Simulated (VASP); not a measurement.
# Zr (R-3m) in VASP: a series of runs, part 2 of 2

VASP 6.6.1. The steps go on from the part before.

## Step 4: Single point, PBE

This run uses another cell than the first one, of 23.37 Å³/atom, 0.856 times its volume.

INCAR reads:

```
ALGO     = Normal         # electronic algorithm
EDIFF    = 1E-6           # SCF threshold, eV
ENCUT    = 520            # plane-wave cutoff, eV
GGA      = PE             # functional
ISIF     = 2              # what is computed and relaxed
ISMEAR   = 0              # smearing method
LASPH    = True           # aspherical terms in the spheres
LCHARG   = False          # write CHGCAR
LREAL    = False          # projectors in reciprocal space
LWAVE    = False          # write WAVECAR
NBANDS   = 25             # bands
NELM     = 100            # most SCF steps
PREC     = Accurate       # precision mode
SIGMA    = 0.1            # smearing width, eV
```

KPOINTS reads:

```
k-points
0
Gamma
  6 6 6
```

POSCAR reads:

```
Zr
1.0
    1.6094161821      0.9291968659      7.8139826899
   -1.6094161821      0.9291968659      7.8139826899
    0.0000000000     -1.8583937319      7.8139826899
Zr
3
Direct
    0.0000000000      0.0000000000      0.0000000000
    0.2228962793      0.2228962793      0.2228962793
    0.7771037207      0.7771037207      0.7771037207
```

Potentials or basis: VASP PAW PBE potentials, release 64 (Zr_sv).

Command:

```console
> cat potpaw_PBE.64/Zr_sv/POTCAR > POTCAR
> mpirun -np 1 vasp_std > vasp.out
```

OUTCAR:

```text
EDIFF = 1E-6
   ENCUT = 520
   GGA = PE
   ISIF = 2
   ISMEAR = 0
   LASPH = True
   LREAL = False
   NELM = 100
   PREC = Accurate

 ion  position               nearest neighbor table
   1  0.000  0.000  0.000-   3 3.19   2 3.19   3 3.19   3 3.19   2 3.19   2 3.19
   2  0.223  0.223  0.223-   1 3.19   1 3.19   1 3.19   3 3.23   3 3.23   3 3.23
   3  0.777  0.777  0.777-   1 3.19   1 3.19   1 3.19   2 3.23   2 3.23   2 3.23

  LATTYP: Found a trigonal (rhomboedric) cell.
 ALAT       =     8.0319333128
 COS(alpha) =     0.9196979680

  Lattice vectors:

 A1 = (   1.6094161821,   0.9291968659,   7.8139826899)
 A2 = (  -1.6094161821,   0.9291968659,   7.8139826899)
 A3 = (   0.0000000000,  -1.8583937319,   7.8139826899)

Analysis of symmetry for initial positions (statically):
=====================================================================
 Subroutine PRICEL returns:
 Original cell was already a primitive cell.

[... 158 lines left out ...]
 maximum number of plane-waves:      1914
   NGX = 29   NGY = 29   NGZ = 29

 number of electron      36.0000000 magnetization

 Free energy of the ion-electron system (eV)
  ---------------------------------------------------
  ext. energy  EPLUGINS =         0.00000000
  ---------------------------------------------------
  free energy    TOTEN  =       -25.47707304 eV

  energy without entropy =      -25.44879119  energy(sigma->0) =      -25.46293212

 E-fermi :   8.9103     XC(G=0): -11.0646

 val. band max:        8.9098423442   @ k =   0.5000   0.5000   0.3333
 cond. band min:       8.9127472193   @ k =   0.5000   0.3333  -0.0000
 fundamental gap:      0.0029048752
 Fermi energy:         8.9102655518

 k-point     1 :       0.0000    0.0000    0.0000
  band No.  band energies     occupation
      1     -39.8830      2.00000
      2     -39.7834      2.00000
      3     -39.7683      2.00000
      4     -18.1612      2.00000
      5     -18.1242      2.00000
      6     -17.5044      2.00000
[... 661 lines left out ...]
     24      12.5372      0.00000
     25      13.1390      0.00000

 [... further k-points ...]
[... 5 lines left out ...]
  --------------------------------------------------------------------------------------
  -------------------------------------------------------------------------------------
  Total        0.0078508      0.0078508      0.1263498      0.0000000     -0.0000000      0.0000000
  in kB        0.1794016      0.1794016      2.8872566      0.0000000     -0.0000000      0.0000000
  external PRESSURE =       1.0820199 kB  Pullay stress =       0.0000000 kB

 VOLUME and BASIS-vectors are now :
 -----------------------------------------------------------------------------
  energy-cutoff  :      520.00
  volume of cell :       70.11
      direct lattice vectors                 reciprocal lattice vectors
     1.609416182  0.929196866  7.813982690     0.310671662  0.179366368  0.042658571
    -1.609416182  0.929196866  7.813982690    -0.310671662  0.179366368  0.042658571
     0.000000000 -1.858393732  7.813982690     0.000000000 -0.358732735  0.042658571

 POSITION                                       TOTAL-FORCE (eV/Angst)
 -----------------------------------------------------------------------------------
      0.00000      0.00000      0.00000         0.000000     -0.000000      0.000000
      0.00000     -0.00000      5.22512         0.000000     -0.000000      0.008140
      0.00000     -0.00000     18.21683         0.000000      0.000000     -0.008140
 -----------------------------------------------------------------------------------
    total drift:                               -0.000000      0.000000      0.000000

  FREE ENERGIE OF THE ION-ELECTRON SYSTEM (eV)
  ---------------------------------------------------
  free  energy   TOTEN  =       -25.4770730426 eV

  energy  without entropy=      -25.4487911913  energy(sigma->0) =      -25.46293212
```

OSZICAR:

```text
N       E                     dE             d eps       ncg     rms          rms(c)
DAV:   1     0.357210059493E+03    0.35721E+03   -0.19586E+04  1600   0.144E+03
DAV:   2    -0.927727212706E+00   -0.35814E+03   -0.35066E+03  1874   0.420E+02
DAV:   3    -0.254383981762E+02   -0.24511E+02   -0.24021E+02  2972   0.798E+01
DAV:   4    -0.265068425124E+02   -0.10684E+01   -0.10654E+01  2056   0.169E+01
DAV:   5    -0.265342475125E+02   -0.27405E-01   -0.27394E-01  2427   0.258E+00    0.174E+01
DAV:   6    -0.256426108090E+02    0.89164E+00   -0.15246E+00  1752   0.856E+00    0.685E+00
DAV:   7    -0.255332320269E+02    0.10938E+00   -0.13751E+00  2508   0.693E+00    0.175E+00
DAV:   8    -0.254719881610E+02    0.61244E-01   -0.45142E-01  2219   0.316E+00    0.128E+00
DAV:   9    -0.254770635315E+02   -0.50754E-02   -0.39594E-02  2053   0.175E+00    0.122E-01
DAV:  10    -0.254770875329E+02   -0.24001E-04   -0.35388E-03  2474   0.407E-01    0.439E-02
DAV:  11    -0.254770795403E+02    0.79927E-05   -0.14645E-04  2270   0.824E-02    0.289E-02
DAV:  12    -0.254770717452E+02    0.77951E-05   -0.33841E-05  2435   0.448E-02    0.450E-03
DAV:  13    -0.254770729633E+02   -0.12181E-05   -0.21513E-06  1573   0.952E-03    0.227E-03
DAV:  14    -0.254770730426E+02   -0.79333E-07   -0.20844E-07  1071   0.440E-03
   1 F= -.25477073E+02 E0= -.25462932E+02  d E =-.282819E-01
```

stdout:

```text
POSCAR found type information on POSCAR Zr
 POSCAR found :  1 types and       3 ions
 scaLAPACK will be used
 LDA part: xc-table for (Slater+PW92), standard interpolation
 POSCAR, INCAR and KPOINTS ok, starting setup
 FFT: planning ... GRIDC
 FFT: planning ... GRID_SOFT
 FFT: planning ... GRID
 WAVECAR not read
 entering main loop
```

It took 2.7 min on 1 thread of Intel Xeon Platinum 8488C (Sapphire Rapids), shared host; peak memory 0.45 GiB.

What came out:

| Quantity | Value |
| --- | --- |
| Free energy | -25.4771 eV |
| Pressure | 0.1 GPa |
| Largest force | 0.008 eV/Å |
| Band gap on the k mesh | zero (band 18 reaches 9.71 eV, above the bottom of band 19 at 8.54 eV) |

Forces in eV/Å, atoms in the order of the input:
```
Zr   0.000  0.000  0.000
Zr   0.000  0.000  0.008
Zr   0.000  0.000 -0.008
```

Stress tensor (GPa, compression positive):
```
0.02 0.00 0.00
0.00 0.02 0.00
0.00 0.00 0.29
```

Caveat: the k points lie up to 0.38 Å⁻¹ apart.

## Step 5: Relaxation of cell and atoms, PBE

INCAR reads:

```
SYSTEM = Zr
PREC = Accurate
ENCUT = 600
EDIFF = 1E-7
ISMEAR = 0
SIGMA = 0.1
LREAL = .False.
LASPH = .True.
NELM = 100
ALGO = Normal
ISIF = 3
LWAVE = .False.
LCHARG = .False.
GGA = PE
IBRION = 2
NSW = 90
EDIFFG = -0.04
```

KPOINTS reads:

```
Automatic mesh
0
Gamma
  6 6 6
  0 0 0
```

POSCAR reads:

```
Zr
1.0
    1.6976545112      0.9801412890      8.2046577289
   -1.6976545112      0.9801412890      8.2046577289
    0.0000000000     -1.9602825781      8.2046577289
Zr
3
Direct
    0.0000000000      0.0000000000      0.0000000000
    0.2222200000      0.2222200000      0.2222200000
    0.7777800000      0.7777800000      0.7777800000
```

Command:

```console
> cat potpaw_PBE.64/Zr_sv/POTCAR > POTCAR
> mpirun -np 1 vasp_std > vasp.out
```

Run time: 26 min. Hardware: 1 thread of Intel Xeon Platinum 8488C (Sapphire Rapids), shared host; peak memory 0.73 GiB.

The run converged. Its results:

```
Free energy                            : -25.4796 eV
Relaxed volume                         : 23.39 Å³/atom
Relaxed cell                           : a = 8.066 Å, b = 8.066 Å, c = 8.066 Å, α = 22.98°, β = 22.98°, γ = 22.98°
Space group after relaxing (to 0.05 Å) : R-3m (No. 166)
Energy gained by relaxing              : 147.0 meV/atom
Ionic steps                            : 6
Pressure after relaxing                : 0.1 GPa
Largest force after relaxing           : 0.019 eV/Å
Band gap on the k mesh                 : zero (band 18 reaches 9.71 eV, above the bottom of band 19 at 8.53 eV)
```

Forces in eV/Å, atoms in the order of the input:
```
Zr   0.000  0.000  0.000
Zr   0.000  0.000  0.019
Zr   0.000  0.000 -0.019
```

Stress tensor (GPa, compression positive):
```
0.10 0.00 0.00
0.00 0.10 0.00
0.00 0.00 0.02
```

The path:
| step | energy change (eV) | largest force (eV/Å) | pressure (GPa) | volume (Å³) |
| --- | --- | --- | --- | --- |
| 1 | 0.0000 | 0.0845 | -10.84 | 81.91 |
| 2 | -0.1102 | 0.0639 | 13.91 | 61.91 |
| 3 | -0.4391 | 0.0842 | -0.22 | 70.41 |
| 4 | -0.4392 | 0.0840 | 0.06 | 70.19 |
| 5 | -0.4402 | 0.0618 | 0.06 | 70.18 |
| 6 | -0.4410 | 0.0195 | 0.07 | 70.17 |

Final structure:
```cif
data_structure
_symmetry_space_group_name_H-M 'P 1'
_symmetry_Int_Tables_number 1
_cell_length_a 8.0658
_cell_length_b 8.0658
_cell_length_c 8.0658
_cell_angle_alpha 22.976
_cell_angle_beta 22.976
_cell_angle_gamma 22.976
_cell_volume 70.17
loop_
_atom_site_label
_atom_site_type_symbol
_atom_site_fract_x
_atom_site_fract_y
_atom_site_fract_z
_atom_site_occupancy
Zr1 Zr 0.00000 0.00000 0.00000 1
Zr2 Zr 0.22280 0.22280 0.22280 1
Zr3 Zr 0.77720 0.77720 0.77720 1
```

Levels at points of the mesh, in eV from the Fermi level:
```tsv
k point	band 16	band 17	band 18	band 19	band 20	band 21
(0.00, 0.00, 0.00)	0.02	0.13	0.79	0.79	0.89	1.01
(0.50, 0.00, 0.00)	-1.67	-1.61	0.15	0.36	0.72	1.45
(0.50, 0.50, 0.00)	-1.92	-0.70	-0.45	0.75	1.11	1.43
(0.50, 0.50, 0.50)	0.24	0.38	0.77	0.77	1.03	1.06
```

## Step 6: Summary

| task | cell | k mesh | cutoff (eV) | gap on the mesh (eV) | pressure (GPa) | largest force (eV/Å) |
| --- | --- | --- | --- | --- | --- | --- |
| single point | a = 8.436 Å, angles 23.2°, 3 atoms | 6 × 6 × 6 | 520 | none | -10.8 | 0.08 |
| single point | a = 8.015 Å, angles 23.2°, 3 atoms | 18 × 18 × 18 | 520 | none | 0.0 | - |
| single point | a = 8.032 Å, angles 23.1°, 3 atoms | 6 × 6 × 6 | 520 | none | 0.1 | 0.01 |
| relaxation of cell and atoms | relaxed from a = 8.436 Å, angles 23.2°, 3 atoms | 6 × 6 × 6 | 600 | none | 0.1 | 0.02 |

Alike in all rows: level PBE; potentials or basis VASP PAW PBE potentials, release 64 (Zr_sv); no spin polarisation; smearing gaussian 0.1 eV.

Caveats: some runs use coarse meshes.

Absolute energies hang on the potentials; compare differences alone.
